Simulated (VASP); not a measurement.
The system is Cs2Au.

```
Cs Au
1.0
     0.00000    4.26065    4.26065
     4.26065    0.00000    4.26065
     4.26065    4.26065    0.00000
Cs Au
2 1
Direct
  0.00000 0.00000 0.00000
  0.75000 0.75000 0.75000
  0.25000 0.25000 0.25000
```

```yaml
Program: VASP 6.6.1
Task: relaxation of cell and atoms
Functional: PBE
Potentials_or_basis: VASP PAW PBE potentials, release 64 (Cs_sv, Au)
Cutoff: 600 eV
k_mesh: 10 × 10 × 10
Occupations: gaussian, width 0.1 eV
Spin: no spin polarisation
```

At the start: pressure 0.5 GPa; volume 51.56 Å³/atom.

Task: How do energy, volume and symmetry change on relaxing?

Result: Over 3 steps the energy falls by 5.4 meV/atom and the volume is 55.67 Å³/atom (+8.0 %); space group F-43m (No. 216, to 0.05 Å).

The path:
| step | energy change (eV) | largest force (eV/Å) | pressure (GPa) | volume (Å³) |
| --- | --- | --- | --- | --- |
| 1 | 0.0000 | 0.0000 | 0.49 | 154.69 |
| 2 | -0.0088 | 0.0000 | 0.31 | 158.23 |
| 3 | -0.0162 | 0.0000 | -0.02 | 167.00 |

Final structure:
```xyz
3
Lattice="0.0000 4.3708 4.3708 4.3708 0.0000 4.3708 4.3708 4.3708 0.0000" Properties=species:S:1:pos:R:3 pbc="T T T"
Cs    0.0000    0.0000    0.0000
Cs    6.5562    6.5562    6.5562
Au    2.1854    2.1854    2.1854
```
